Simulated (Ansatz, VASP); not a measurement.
## Fe2Ir: VASP beside Ansatz

```
Fe Ir
1.0
     0.00000    2.77683    2.77683
     2.77683    0.00000    2.77683
     2.77683    2.77683    0.00000
Fe Ir
2 1
Direct
  0.25000 0.25000 0.25000
  0.75000 0.75000 0.75000
  0.00000 0.00000 0.00000
```

Alike in both runs: functional PBE; k mesh 6 × 6 × 6; occupations gaussian, width 0.1 eV; no spin polarisation.

Ansatz relaxed the structure, and its values are those at the end. VASP's run is a single point on that final structure, the one shown.

```csv
,VASP,Ansatz
version,VASP 6.6.1,Ansatz 0.2.0
potentials or method,"VASP PAW PBE potentials, release 64 (Fe, Ir), cutoff 520 eV","scalar-relativistic, plane waves, PAW"
valence electrons in the cell,25,49
```

Ansatz gave:

| Item | Value |
| --- | --- |
| gap on the k mesh at the Fermi level (eV) | none |
| pressure (GPa) | 0.1 |

What did VASP give for the same quantities?

gap on the k mesh at the Fermi level (eV): none; pressure (GPa): -0.2.

A gap of «none» marks a metal or a gap that the smearing closes. The functional is the same, so the differences come from potentials, cutoffs and numerics. VASP's potentials hold 25 valence electrons a cell and Ansatz's 49, so a difference there can come from the potentials and not from the codes.

Neither program's run includes spin-orbit coupling.
